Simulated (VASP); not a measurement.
Runs of VASP 6.6.1 on GaN. The structure is that of space group Fm-3m (No. 225), or close to it. The cells are those of the table. 

```tsv
cell	gap on the mesh (eV)	pressure (GPa)
a = 3.020, b = 3.023 Å, angles 60.0°, 2 atoms	0.21	-12.7
a = 3.020, b = 3.031 Å, angles 59.9, 59.8, 59.9°, 2 atoms	0.19	-12.7
a = 3.020, b = 3.046 Å, angles 59.7, 59.4, 59.7°, 2 atoms	0.14	-12.7
a = 3.020, b = 3.005 Å, angles 60.2, 60.3, 60.2°, 2 atoms	(a)	-12.7
```

Alike in all rows: task single point; level LDA; potentials or basis VASP PAW LDA potentials, release 64 (Ga_d, N_h); no spin polarisation; k mesh 14 × 14 × 14; cutoff (eV) 1330; smearing gaussian 0.03 eV.

Task: Estimate the missing entries.

Result: (a) 0.18.

Caveats: the cell stands under tension; semilocal functionals underestimate gaps, and a narrow one can read as zero.

A k mesh can miss the band edges, and the runs leave out spin-orbit coupling on Ga.
